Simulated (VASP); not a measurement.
Here is a VASP 6.6.1 calculation.

The input INCAR:

```
SYSTEM = CuI
ALGO = Normal
EDIFF = 1E-7
ENCUT = 520
GGA = PE
ISIF = 2
ISMEAR = -1
LASPH = .True.
LCHARG = .False.
LREAL = .False.
LWAVE = .False.
NBANDS = 16
NELM = 100
PREC = Accurate
SIGMA = 0.05
```

File KPOINTS:

```
k-points
0
Gamma
  12 12 12
  0 0 0
```

POSCAR

```
CuI
1.0
    0.0000000000      3.0592480737      3.0592480737
    3.0592480737      0.0000000000      3.0592480737
    3.0592480737      3.0592480737      0.0000000000
Cu I
1 1
Direct
    0.2500000000      0.2500000000      0.2500000000
    0.0000000000      0.0000000000      0.0000000000
```

Potentials or basis: VASP PAW PBE potentials, release 64 (Cu, I).

Launch:

```bash
$ cat potpaw_PBE.64/Cu/POTCAR potpaw_PBE.64/I/POTCAR > POTCAR
$ mpirun -np 1 vasp_std > vasp.out
```

(1) Estimate the band gap on the k mesh.

(2) Estimate the pressure.

## Answers

(1) 1.07 eV.

(2) -0.7 GPa.

Caveat: spin-orbit coupling is left out, which moves the levels of the heavy elements.
